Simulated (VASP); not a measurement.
# HfIn4SiO6 (P1) in VASP: settings compared

HfIn4SiO6 is run at these levels: PBE, revPBE, LDA; tasks: single point.

Program: VASP 6.6.1. These are calculated values, not measurements. Logs are shortened: lines on timing, memory, paths and dates and some standing lists are left out, and cuts for length are marked.

### Step 1. The cell of the first run

The typed cell holds 12 atoms: a = 5.699 Å, b = 6.149 Å, c = 7.308 Å, α = 98.49°, β = 111.85°, γ = 96.55°.

### Step 2. Single point, PBE

Contents of INCAR:

```
SYSTEM = HfIn4SiO6
ALGO = Normal
EDIFF = 1E-6
ENCUT = 520
GGA = PE
ISIF = 2
ISMEAR = -1
LASPH = .True.
LCHARG = .False.
LREAL = .False.
LWAVE = .False.
NBANDS = 63
NELM = 80
PREC = Accurate
SIGMA = 0.05
```

Contents of KPOINTS:

```
k-points
0
Gamma
  4 4 3
  0 0 0
```

Contents of POSCAR:

```
HfIn4SiO6
1.0
    5.6986700000      0.0038100000      0.0155900000
   -0.7050600000      6.1081500000     -0.0057500000
   -2.7371800000     -1.3955700000      6.6307600000
Hf In Si O
1 4 1 6
Direct
    0.1179300000      0.0155600000      0.1329200000
    0.3884200000      0.9990100000      0.7289100000
    0.7586500000      0.0084200000      0.4958600000
    0.2346100000      0.4884100000      0.5330000000
    0.5964900000      0.4821100000      0.2052800000
    0.8677800000      0.4402900000      0.8554400000
    0.5531600000      0.3873800000      0.7929000000
    0.9345400000      0.3848300000      0.6559600000
    0.9841400000      0.2621800000      0.0034700000
    0.9908300000      0.6980600000      0.9845200000
    0.0866500000      0.0649300000      0.3937400000
    0.4868000000      0.1088300000      0.2179900000
```

Potentials or basis: VASP PAW PBE potentials, release 64 (Hf_pv, In_d, Si, O).

Started as:

```sh
cat potpaw_PBE.64/Hf_pv/POTCAR potpaw_PBE.64/In_d/POTCAR potpaw_PBE.64/Si/POTCAR potpaw_PBE.64/O/POTCAR > POTCAR
mpirun -np 1 vasp_std > vasp.out
```

OUTCAR:

```text
SYSTEM = HfIn4SiO6
   EDIFF = 1E-6
   ENCUT = 520
   GGA = PE
   ISIF = 2
   ISMEAR = -1
   LASPH = .True.
   LREAL = .False.
   NELM = 80
   PREC = Accurate

 ion  position               nearest neighbor table
   1  0.118  0.016  0.133-  12 1.94  11 1.96   9 1.98  10 1.99   5 3.56   4 3.61   3 3.64   2 3.80
                             3 3.91
   2  0.388  0.999  0.729-   7 2.37  11 2.54   4 3.13   3 3.17   3 3.36   6 3.37   4 3.58   1 3.80
                             5 3.93
   3  0.759  0.008  0.496-  11 2.27  12 2.27   8 2.35   2 3.17   6 3.27   2 3.36   5 3.42   1 3.64
                             4 3.68   5 3.85   1 3.91
   4  0.235  0.488  0.533-   8 2.28   7 2.31  11 2.57   2 3.13   5 3.52   6 3.57   2 3.58   1 3.61
                             3 3.68   5 3.70
   5  0.596  0.482  0.205-  12 2.33   7 2.89   3 3.42   6 3.44   4 3.52   1 3.56   4 3.70   3 3.85
                             2 3.93
   6  0.868  0.440  0.855-   8 1.64  10 1.65   7 1.66   9 1.67   3 3.27   2 3.37   5 3.44   4 3.57

   7  0.553  0.387  0.793-   6 1.66   4 2.31   2 2.37   5 2.89
   8  0.935  0.385  0.656-   6 1.64   4 2.28   3 2.35
   9  0.984  0.262  0.003-   6 1.67   1 1.98
  10  0.991  0.698  0.985-   6 1.65   1 1.99
  11  0.087  0.065  0.394-   1 1.96   3 2.27   2 2.54   4 2.57
  12  0.487  0.109  0.218-   1 1.94   3 2.27   5 2.33

  LATTYP: Found a triclinic cell.
 ALAT       =    10.8112119457
 B/A-ratio  =     0.5271095070
 C/A-ratio  =     1.2661829549
 COS(alpha) =     0.0323049246
 COS(beta)  =     0.5892166169
 COS(gamma) =     0.7786966862

  Lattice vectors:

 A1 = (   8.4358500000,   1.3993800000,  -6.6151700000)
 A2 = (   5.6986700000,   0.0038100000,   0.0155900000)
 A3 = (   0.4807500000,  -3.3208200000, -13.2713600000)

Analysis of symmetry for initial positions (statically):
=====================================================================
 Subroutine PRICEL returns:
 Original cell was already a primitive cell.

 Routine SETGRP: Setting up the symmetry group for a
 triclinic supercell.

 Subroutine GETGRP returns: Found  1 space group operations
 (whereof  1 operations were pure point group operations)
 out of a pool of  2 trial point group operations.

The static configuration has the point symmetry C_1 .

Analysis of symmetry for dynamics (positions and initial velocities):
=====================================================================
[... 129 lines left out ...]
   NELM   =     80;   NELMIN=  2; NELMDL= -5     # of ELM steps
   EDIFF  = 0.1E-05   stopping-criterion for ELM
   LREAL  =      F    real-space projection
   EDIFFG = 0.1E-04   stopping-criterion for IOM
   NSW    =      0    number of steps for IOM
   IBRION =     -1    ionic relax: 0-MD 1-quasi-New 2-CG
   NFREE  =      0    steps in history (QN), initial steepest desc. (CG)
   ISIF   =      2    stress and relaxation
   ISYM   =      2    0-nonsym 1-usesym 2-fastsym
   POTIM  = 0.5000    time-step for ionic-motion
   TEBEG  =    0.0;   TEEND  =   0.0 temperature during run
   PSTRESS=    0.0 pullay stress
   NELECT =     102.0000    total number of electrons
   NUPDOWN=      -1.0000    fix difference up-down
   EMIN   =  10.00;   EMAX   =-10.00  energy-range for DOS
   EFERMI =   0.00;   METHOD = LEGACY
   ISMEAR =    -1;   SIGMA  =   0.05  broadening in eV -4-tet -1-fermi 0-gaus
   EFERMI_NEDOS =   21; number of points for ismear=-14 and -15
   IALGO  =     38    algorithm
   IMIX   =      4    mixing-type and parameters
     AMIX     =   0.40;   BMIX     =  1.00
     AMIX_MAG =   1.60;   BMIX_MAG =  1.00
  volume/ion in A,a.u.               =      19.25       129.94
  Fermi-wavevector in a.u.,A,eV,Ry     =   1.246533  2.355606 21.141343  1.553845
  Thomas-Fermi vector in A             =   2.380706
   LORBIT       =      0    0 simple, 1 ext, 2 COOP (PROOUT), +10 PAW based schemes
   GGA     = PE    functional components
[... 5 lines left out ...]
 non-spin polarized calculation
  energy-cutoff  :      520.00
  volume of cell :      231.05
 maximum number of plane-waves:      6243
   NGX = 21   NGY = 23   NGZ = 27

 number of electron     102.0000026 magnetization

 Free energy of the ion-electron system (eV)
  ---------------------------------------------------
  ext. energy  EPLUGINS =         0.00000000
  ---------------------------------------------------
  free energy    TOTEN  =       -77.53762459 eV

  energy without entropy =      -77.53761490  energy(sigma->0) =      -77.53761975

 E-fermi :   4.7028     XC(G=0):  -9.2884

 val. band max:        4.2125666066   @ k =   0.0000   0.0000   0.0000
 cond. band min:       5.1799886076   @ k =   0.2500   0.2500   0.3333
 fundamental gap:      0.9674220011
 Fermi energy:         4.7028145292

 k-point     1 :       0.0000    0.0000    0.0000
  band No.  band energies     occupation
      1     -27.0835      2.00000
      2     -27.0557      2.00000
      3     -27.0275      2.00000
      4     -15.9770      2.00000
      5     -14.7026      2.00000
      6     -14.6175      2.00000
[... 1573 lines left out ...]
     62       9.2983      0.00000
     63       9.5085      0.00000

 [... further k-points ...]
[... 5 lines left out ...]
  --------------------------------------------------------------------------------------
  -------------------------------------------------------------------------------------
  Total       -0.2453074     -0.3873563     -0.2862265      0.0380954     -0.0403805      0.0031210
  in kB       -1.7010150     -2.6860127     -1.9847565      0.2641618     -0.2800074      0.0216419
  external PRESSURE =      -2.1239281 kB  Pullay stress =       0.0000000 kB

 VOLUME and BASIS-vectors are now :
 -----------------------------------------------------------------------------
  energy-cutoff  :      520.00
  volume of cell :      231.05
      direct lattice vectors                 reciprocal lattice vectors
     5.698670000  0.003810000  0.015590000     0.175256360  0.020301860  0.076618800
    -0.705060000  6.108150000 -0.005750000    -0.000203503  0.163724560  0.034374953
    -2.737180000 -1.395570000  6.630760000    -0.000412233  0.000094244  0.150661941

 POSITION                                       TOTAL-FORCE (eV/Angst)
 -----------------------------------------------------------------------------------
      0.29725     -0.09001      0.88311         0.004912      0.021313     -0.000159
     -0.48604      5.08634      4.83354        -0.000697     -0.015468      0.004081
      2.96010     -0.63769      3.29971        -0.009720     -0.022461      0.007480
     -0.46631      2.24034      3.53504         0.002725      0.014797     -0.016052
      2.49739      2.66059      1.36769         0.001395      0.013679      0.001828
      2.29327      1.49884      5.68321         0.004927     -0.001783      0.036874
      0.70884      1.26174      5.26393        -0.044370     -0.002055     -0.008356
      3.25883      1.43872      4.36187         0.032234      0.003146     -0.037072
      5.41394      1.60034      0.03684         0.049385     -0.136998      0.073748
      2.45943      2.89366      6.53955         0.007849      0.148028      0.084582
     -0.62973     -0.15256      2.61177         0.059082      0.004225     -0.104390
      2.10070      0.36238      1.45240        -0.107722     -0.026422     -0.042564
 -----------------------------------------------------------------------------------
    total drift:                                0.000084      0.000263      0.000621

  FREE ENERGIE OF THE ION-ELECTRON SYSTEM (eV)
  ---------------------------------------------------
  free  energy   TOTEN  =       -77.5376245949 eV

  energy  without entropy=      -77.5376148977  energy(sigma->0) =      -77.53761975
```

stdout:

```text
POSCAR found type information on POSCAR HfInSiO
 POSCAR found :  4 types and      12 ions
 scaLAPACK will be used
 LDA part: xc-table for (Slater+PW92), standard interpolation
 POSCAR, INCAR and KPOINTS ok, starting setup
 FFT: planning ... GRIDC
 FFT: planning ... GRID_SOFT
 FFT: planning ... GRID
 WAVECAR not read
 entering main loop
```

It took 11 min on 1 thread of Intel Xeon 8259CL, shared host; peak memory 0.53 GiB.

Results:

| Item | Value |
| --- | --- |
| Free energy | -77.5376 eV |
| Pressure | -0.2 GPa |
| Largest force | 0.171 eV/Å |
| Band gap on the k mesh | 0.97 eV (least direct gap 1.16 eV) |

Forces on the atoms (eV/Å):
```
Hf   0.005  0.021  0.000
In  -0.001 -0.015  0.004
In  -0.010 -0.022  0.007
In   0.003  0.015 -0.016
In   0.001  0.014  0.002
Si   0.005 -0.002  0.037
O   -0.044 -0.002 -0.008
O    0.032  0.003 -0.037
O    0.049 -0.137  0.074
O    0.008  0.148  0.085
O    0.059  0.004 -0.104
O   -0.108 -0.026 -0.043
```

Caveat: spin-orbit coupling is left out, which moves the levels of the heavy elements.

(Part 1 of 2 ends here.)
